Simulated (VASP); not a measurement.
# BeS (F-43m) in VASP: notebook

The runs below take BeS through single point, relaxation of cell and atoms, with PBE.

Everything below comes from runs of VASP 6.6.1. Logs are shortened: lines on timing, memory, paths and dates and some standing lists are left out, and cuts for length are marked.

## Step 1: The cell of the first run

It takes space group F-43m (No. 216, cubic). The conventional cell has a = 4.827 Å, b = 4.827 Å, c = 4.827 Å, α = 90.00°, β = 90.00°, γ = 90.00°. Within 2.8 Å of Be (site symmetry -43m) lie 4 S at 2.09 Å. S (site symmetry -43m) has 4 Be at 2.09 Å within 2.8 Å.

## Step 2: Single point, PBE (volume scaled by 0.97)

INCAR reads:

```
SYSTEM = BeS
ALGO     = Normal         ! electronic algorithm
EDIFF    = 1E-7           ! SCF threshold, eV
ENCUT    = 520            ! plane-wave cutoff, eV
GGA      = PE             ! functional
ISIF     = 2              ! what is computed and relaxed
ISMEAR   = 0              ! smearing method
LASPH    = .TRUE.         ! aspherical terms in the spheres
LCHARG   = .FALSE.        ! write CHGCAR
LREAL    = .FALSE.        ! projectors in reciprocal space
LWAVE    = .FALSE.        ! write WAVECAR
NBANDS   = 11             ! bands
NELM     = 100            ! most SCF steps
PREC     = Accurate       ! precision mode
SIGMA    = 0.02           ! smearing width, eV
```

KPOINTS reads:

```
k-points
0
G
  8 8 8
  0 0 0
```

POSCAR reads:

```
BeS
1.0
    0.0000000000      2.4133786452      2.4133786452
    2.4133786452      0.0000000000      2.4133786452
    2.4133786452      2.4133786452      0.0000000000
Be S
1 1
Direct
    0.2500000000      0.2500000000      0.2500000000
    0.5000000000      0.5000000000      0.5000000000
```

Potentials or basis: VASP PAW PBE potentials, release 64 (Be, S).

On the command line:

```
> cat potpaw_PBE.64/Be/POTCAR potpaw_PBE.64/S/POTCAR > POTCAR
> mpirun -np 1 vasp_std > vasp.out
```

OUTCAR:

```text
SYSTEM = BeS
   EDIFF = 1E-7
   ENCUT = 520
   GGA = PE
   ISIF = 2
   ISMEAR = 0
   LASPH = .TRUE.
   LREAL = .FALSE.
   NELM = 100
   PREC = Accurate

 ion  position               nearest neighbor table
   1  0.250  0.250  0.250-   2 2.09   2 2.09   2 2.09   2 2.09
   2  0.500  0.500  0.500-   1 2.09   1 2.09   1 2.09   1 2.09

  LATTYP: Found a face centered cubic cell.
 ALAT       =     4.8267572904

  Lattice vectors:

 A1 = (   0.0000000000,   2.4133786452,   2.4133786452)
 A2 = (   2.4133786452,   0.0000000000,   2.4133786452)
 A3 = (   2.4133786452,   2.4133786452,   0.0000000000)

Analysis of symmetry for initial positions (statically):
=====================================================================
 Subroutine PRICEL returns:
 Original cell was already a primitive cell.

 Routine SETGRP: Setting up the symmetry group for a
 face centered cubic supercell.

 Subroutine GETGRP returns: Found 24 space group operations
 (whereof 24 operations were pure point group operations)
 out of a pool of 48 trial point group operations.

The static configuration has the point symmetry T_d .

Analysis of symmetry for dynamics (positions and initial velocities):
=====================================================================
 Subroutine PRICEL returns:
 Original cell was already a primitive cell.

 Routine SETGRP: Setting up the symmetry group for a
 face centered cubic supercell.

 Subroutine GETGRP returns: Found 24 space group operations
 (whereof 24 operations were pure point group operations)
 out of a pool of 48 trial point group operations.

The dynamic configuration has the point symmetry T_d .

 Subroutine INISYM returns: Found 24 space group operations
 (whereof 24 operations are pure point group operations),
 and found     1 'primitive' translations

----------------------------------------------------------------------------------------

                                     Primitive cell

  volume of cell :      28.1129

  direct lattice vectors                    reciprocal lattice vectors
     0.000000000  2.413378645  2.413378645    -0.207178431  0.207178431  0.207178431
     2.413378645  0.000000000  2.413378645     0.207178431 -0.207178431  0.207178431
     2.413378645  2.413378645  0.000000000     0.207178431  0.207178431 -0.207178431

  length of vectors
     3.413032811  3.413032811  3.413032811     0.358843568  0.358843568  0.358843568

  position of ions in fractional coordinates (direct lattice)
     0.250000000  0.250000000  0.250000000
     0.500000000  0.500000000  0.500000000

  ion indices of the primitive-cell ions
   primitive index   ion index
                 1           1
                 2           2

----------------------------------------------------------------------------------------

 KPOINTS: k-points

Automatic generation of k-mesh.
 Grid dimensions read from file:
 generate k-points for:    8    8    8

 Generating k-lattice:

  Cartesian coordinates                     Fractional coordinates (reciprocal lattice)
    -0.025897304  0.025897304  0.025897304     0.125000000  0.000000000  0.000000000
     0.025897304 -0.025897304  0.025897304     0.000000000  0.125000000  0.000000000
     0.025897304  0.025897304 -0.025897304     0.000000000  0.000000000  0.125000000

  Length of vectors
     0.044855446  0.044855446  0.044855446

  Shift w.r.t. Gamma in fractional coordinates (k-lattice)
     0.000000000  0.000000000  0.000000000

 Subroutine IBZKPT returns following result:
 ===========================================

 Found     29 irreducible k-points:

 Following reciprocal coordinates:
            Coordinates               Weight
  0.000000  0.000000  0.000000      1.000000
  0.125000  0.000000  0.000000      8.000000
  0.250000  0.000000  0.000000      8.000000
  0.375000  0.000000  0.000000      8.000000
  0.500000  0.000000  0.000000      4.000000
  0.125000  0.125000  0.000000      6.000000
[... 16 lines left out ...]
  0.500000  0.250000  0.125000     48.000000
 -0.375000  0.250000  0.125000     24.000000
 [... further k-points ...]
   k-points           NKPTS =     29   k-points in BZ     NKDIM =     29   number of bands    NBANDS=     11
   number of dos      NEDOS =    301   number of ions     NIONS =      2
   total plane-waves  NPLWV =  21952
   dimension x,y,z NGX =    28 NGY =   28 NGZ =   28
   dimension x,y,z NGXF=    56 NGYF=   56 NGZF=   56
   ions per type =               1   1
   NGX,Y,Z   is equivalent  to a cutoff of  13.64, 13.64, 13.64 a.u.
   NGXF,Y,Z  is equivalent  to a cutoff of  27.28, 27.28, 27.28 a.u.
 SYSTEM =  BeS
   PREC   = accura    normal or accurate (medium, high low for compatibility)
   ISTART =      0    job   : 0-new  1-cont  2-samecut
   ICHARG =      2    charge: 1-file 2-atom 10-const
   ISPIN  =      1    spin polarized calculation?
   LNONCOLLINEAR =      F non collinear calculations
   LSORBIT =      F    spin-orbit coupling
   LASPH  =      T    aspherical Exc in radial PAW
   ENCUT  =  520.0 eV  38.22 Ry    6.18 a.u.   6.35  6.35  6.35*2*pi/ulx,y,z
   NELM   =    100;   NELMIN=  2; NELMDL= -5     # of ELM steps
   EDIFF  = 0.1E-06   stopping-criterion for ELM
   LREAL  =      F    real-space projection
   EDIFFG = 0.1E-05   stopping-criterion for IOM
   NSW    =      0    number of steps for IOM
   IBRION =     -1    ionic relax: 0-MD 1-quasi-New 2-CG
   NFREE  =      0    steps in history (QN), initial steepest desc. (CG)
   ISIF   =      2    stress and relaxation
   ISYM   =      2    0-nonsym 1-usesym 2-fastsym
   POTIM  = 0.5000    time-step for ionic-motion
   TEBEG  =    0.0;   TEEND  =   0.0 temperature during run
   PSTRESS=    0.0 pullay stress
   NELECT =       8.0000    total number of electrons
   NUPDOWN=      -1.0000    fix difference up-down
   EMIN   =  10.00;   EMAX   =-10.00  energy-range for DOS
   EFERMI =   0.00;   METHOD = LEGACY
   ISMEAR =     0;   SIGMA  =   0.02  broadening in eV -4-tet -1-fermi 0-gaus
   EFERMI_NEDOS =   21; number of points for ismear=-14 and -15
   IALGO  =     38    algorithm
   IMIX   =      4    mixing-type and parameters
     AMIX     =   0.40;   BMIX     =  1.00
     AMIX_MAG =   1.60;   BMIX_MAG =  1.00
  volume/ion in A,a.u.               =      14.06        94.86
  Fermi-wavevector in a.u.,A,eV,Ry     =   1.076802  2.034862 15.776003  1.159503
  Thomas-Fermi vector in A             =   2.212697
   LORBIT       =      0    0 simple, 1 ext, 2 COOP (PROOUT), +10 PAW based schemes
   GGA     = PE    functional components
   LHFCALC =     F    Hartree Fock is set to
   AEXX    =    0.0000 exact exchange contribution
   IVDW    =     0    specifies the selected vdW correction
   LEPSILON=     F    determine dielectric tensor
   LRPA    =     F    only Hartree local field effects (RPA)
 non-spin polarized calculation
 Gauss-broadening in eV      SIGMA  =   0.02
  energy-cutoff  :      520.00
  volume of cell :       28.11
 maximum number of plane-waves:       775
 NGX is ok and might be reduce to    28
   NGX = 13   NGY = 13   NGZ = 13

 number of electron       8.0000000 magnetization

 Free energy of the ion-electron system (eV)
  ---------------------------------------------------
  ext. energy  EPLUGINS =         0.00000000
  ---------------------------------------------------
  free energy    TOTEN  =       -10.00507862 eV

  energy without entropy =      -10.00507862  energy(sigma->0) =      -10.00507862

 E-fermi :   4.4412     XC(G=0):  -9.7905

 val. band max:        4.3253587724   @ k =   0.0000   0.0000   0.0000
 cond. band min:       7.4033393549   @ k =   0.5000   0.5000   0.0000
 fundamental gap:      3.0779805826
 Fermi energy:         4.4411716416

 k-point     1 :       0.0000    0.0000    0.0000
  band No.  band energies     occupation
      1      -9.4653      2.00000
      2       4.3254      2.00000
      3       4.3254      2.00000
      4       4.3254      2.00000
      5       9.9885      0.00000
      6       9.9885      0.00000
      7       9.9885      0.00000
      8      10.3344      0.00000
      9      17.1671      0.00000
     10      17.1671      0.00000
     11      19.3098      0.00000

 k-point     2 :       0.1250    0.0000    0.0000
  band No.  band energies     occupation
      1      -9.2845      2.00000
      2       3.1072      2.00000
      3       4.1214      2.00000
      4       4.1214      2.00000
      5       9.9653      0.00000
      6      10.3517      0.00000
      7      10.3517      0.00000
      8      11.5918      0.00000
      9      16.4714      0.00000
     10      16.4714      0.00000
     11      19.1221      0.00000

 k-point     3 :       0.2500    0.0000    0.0000
  band No.  band energies     occupation
      1      -8.7854      2.00000
      2       0.9722      2.00000
      3       3.7158      2.00000
      4       3.7158      2.00000
      5       9.9255      0.00000
      6      10.9029      0.00000
      7      10.9029      0.00000
      8      13.7103      0.00000
      9      16.2347      0.00000
     10      16.2347      0.00000
     11      18.6660      0.00000

 k-point     4 :       0.3750    0.0000    0.0000
  band No.  band energies     occupation
      1      -8.1486      2.00000
      2      -0.8186      2.00000
      3       3.3899      2.00000
      4       3.3899      2.00000
      5       9.8786      0.00000
      6      10.9633      0.00000
      7      10.9633      0.00000
      8      15.1966      0.00000
      9      17.6134      0.00000
     10      17.6134      0.00000
     11      18.8727      0.00000
[... 239 lines left out ...]
 k-point    22 :       0.3750    0.2500    0.1250
  band No.  band energies     occupation
      1      -8.3770      2.00000
      2       0.7408      2.00000
      3       2.1370      2.00000
      4       3.1832      2.00000
      5       9.8589      0.00000
      6      11.6509      0.00000
      7      11.8742      0.00000
      8      12.9335      0.00000
      9      16.0272      0.00000
     10      18.8317      0.00000
     11      20.3945      0.00000

 k-point    23 :       0.5000    0.2500    0.1250
  band No.  band energies     occupation
      1      -7.8156      2.00000
      2      -0.4455      2.00000
      3       1.5972      2.00000
      4       2.7008      2.00000
      5      10.3322      0.00000
      6      11.1715      0.00000
      7      12.8591      0.00000
      8      13.6639      0.00000
      9      17.0484      0.00000
     10      18.8296      0.00000
     11      20.9303      0.00000

 k-point    24 :      -0.3750    0.2500    0.1250
  band No.  band energies     occupation
      1      -7.5320      2.00000
      2      -1.0146      2.00000
      3       1.5037      2.00000
      4       2.4494      2.00000
      5      10.4174      0.00000
      6      10.9526      0.00000
      7      13.5290      0.00000
      8      14.9123      0.00000
      9      15.8375      0.00000
     10      19.7409      0.00000
     11      20.4260      0.00000

 [... further k-points ...]
[... 5 lines left out ...]
  --------------------------------------------------------------------------------------
  -------------------------------------------------------------------------------------
  Total        0.5287505      0.5287505      0.5287505     -0.0000000     -0.0000000     -0.0000000
  in kB       30.1338766     30.1338766     30.1338766     -0.0000000     -0.0000000     -0.0000000
  external PRESSURE =      30.1338766 kB  Pullay stress =       0.0000000 kB

 VOLUME and BASIS-vectors are now :
 -----------------------------------------------------------------------------
  energy-cutoff  :      520.00
  volume of cell :       28.11
      direct lattice vectors                 reciprocal lattice vectors
     0.000000000  2.413378645  2.413378645    -0.207178431  0.207178431  0.207178431
     2.413378645  0.000000000  2.413378645     0.207178431 -0.207178431  0.207178431
     2.413378645  2.413378645  0.000000000     0.207178431  0.207178431 -0.207178431

 POSITION                                       TOTAL-FORCE (eV/Angst)
 -----------------------------------------------------------------------------------
      1.20669      1.20669      1.20669        -0.000000     -0.000000     -0.000000
      2.41338      2.41338      2.41338         0.000000      0.000000      0.000000
 -----------------------------------------------------------------------------------
    total drift:                                0.000000      0.000000      0.000000

  FREE ENERGIE OF THE ION-ELECTRON SYSTEM (eV)
  ---------------------------------------------------
  free  energy   TOTEN  =       -10.0050786166 eV

  energy  without entropy=      -10.0050786166  energy(sigma->0) =      -10.00507862
```

Run time: 5.5 s. Hardware: 1 thread of Intel Xeon 6975P-C (Granite Rapids), shared host; peak memory 0.14 GiB.

Results:

| Item | Value |
| --- | --- |
| Free energy | -10.0051 eV |
| Pressure | 3.0 GPa |
| Band gap on the k mesh | 3.08 eV, indirect (least direct gap 5.66 eV) |

 A k mesh can miss the band edges.

## Step 3: Single point, PBE (volume scaled by 1.03)

INCAR reads:

```
SYSTEM = BeS
  ALGO = Normal
  EDIFF = 1E-6
  ENCUT = 520
  GGA = PE
  ISIF = 2
  ISMEAR = 0
  LASPH = .True.
  LCHARG = .True.
  LELF = .True.
  LREAL = .False.
  LVHAR = .True.
  LWAVE = .False.
  NBANDS = 11
  NELM = 60
  PREC = Accurate
  SIGMA = 0.02
```

KPOINTS reads:

```
k-points
0
Gamma
  8 8 8
  0 0 0
```

POSCAR reads:

```
BeS
1.0
    0.0000000000      2.4621469086      2.4621469086
    2.4621469086      0.0000000000      2.4621469086
    2.4621469086      2.4621469086      0.0000000000
Be S
1 1
Direct
    0.2500000000      0.2500000000      0.2500000000
    0.5000000000      0.5000000000      0.5000000000
```

Potentials or basis: VASP PAW PBE potentials, release 64 (Be, S).

On the command line:

```
> cat potpaw_PBE.64/Be/POTCAR potpaw_PBE.64/S/POTCAR > POTCAR
> mpirun -np 1 vasp_std > vasp.out
```

Run time: 5.1 s. Hardware: 1 thread of Intel Xeon 6975P-C (Granite Rapids), shared host; peak memory 0.15 GiB.

Results (log left out):

```yaml
Free_energy: -10.0064 eV
Pressure: -2.6 GPa
Band_gap_on_the_k_mesh: 3.21 eV, indirect (least direct gap 5.51 eV)
```

Levels at points of the mesh, in eV from the valence-band top:
```csv
k point,band 1,band 2,band 3,band 4,band 5,band 6,band 7,band 8
"(0.00, 0.00, 0.00)",-13.39,0.00,0.00,0.00,5.51,5.68,5.68,5.68
"(0.50, 0.00, 0.00)",-11.91,-5.50,-0.97,-0.97,5.31,6.57,6.57,10.99
"(0.50, 0.50, 0.00)",-11.41,-4.79,-2.49,-2.49,3.21,4.95,12.41,12.41
```

 A k mesh can miss the band edges.

## Step 4: Single point, PBE (volume scaled by 1.10)

INCAR reads:

```
ALGO     = Normal         # electronic algorithm
EDIFF    = 1E-6           # SCF threshold, eV
ENCUT    = 520            # plane-wave cutoff, eV
GGA      = PE             # functional
ISIF     = 2              # what is computed and relaxed
ISMEAR   = 0              # smearing method
LASPH    = T              # aspherical terms in the spheres
LCHARG   = F              # write CHGCAR
LREAL    = F              # projectors in reciprocal space
LWAVE    = F              # write WAVECAR
NBANDS   = 11             # bands
NELM     = 60             # most SCF steps
PREC     = Accurate       # precision mode
SIGMA    = 0.02           # smearing width, eV
```

KPOINTS reads:

```
k-points
0
Gamma
  8 8 8
```

POSCAR reads:

```
BeS
1.0
    0.0000000000      2.5167057953      2.5167057953
    2.5167057953      0.0000000000      2.5167057953
    2.5167057953      2.5167057953      0.0000000000
Be S
1 1
Direct
    0.2500000000      0.2500000000      0.2500000000
    0.5000000000      0.5000000000      0.5000000000
```

On the command line:

```
> cat potpaw_PBE.64/Be/POTCAR potpaw_PBE.64/S/POTCAR > POTCAR
> mpirun -np 1 vasp_std > vasp.out
```

Run time: 4.7 s. Hardware: 1 thread of Intel Xeon 6975P-C (Granite Rapids), shared host; peak memory 0.15 GiB.

Results (log left out):

| Quantity | Value |
| --- | --- |
| Free energy | -9.9422 eV |
| Pressure | -7.4 GPa |
| Band gap on the k mesh | 3.33 eV, indirect (least direct gap 4.98 eV) |

Levels at points of the mesh, in eV from the valence-band top:
| k point | band 1 | band 2 | band 3 | band 4 | band 5 | band 6 | band 7 | band 8 |
| --- | --- | --- | --- | --- | --- | --- | --- | --- |
| (0.00, 0.00, 0.00) | -12.99 | 0.00 | 0.00 | 0.00 | 4.98 | 5.69 | 5.69 | 5.69 |
| (0.50, 0.00, 0.00) | -11.67 | -5.11 | -0.89 | -0.89 | 5.07 | 6.56 | 6.56 | 10.64 |
| (0.50, 0.50, 0.00) | -11.23 | -4.48 | -2.28 | -2.28 | 3.33 | 4.98 | 11.89 | 11.89 |

 A k mesh can miss the band edges.

[end of part 1 of 2]
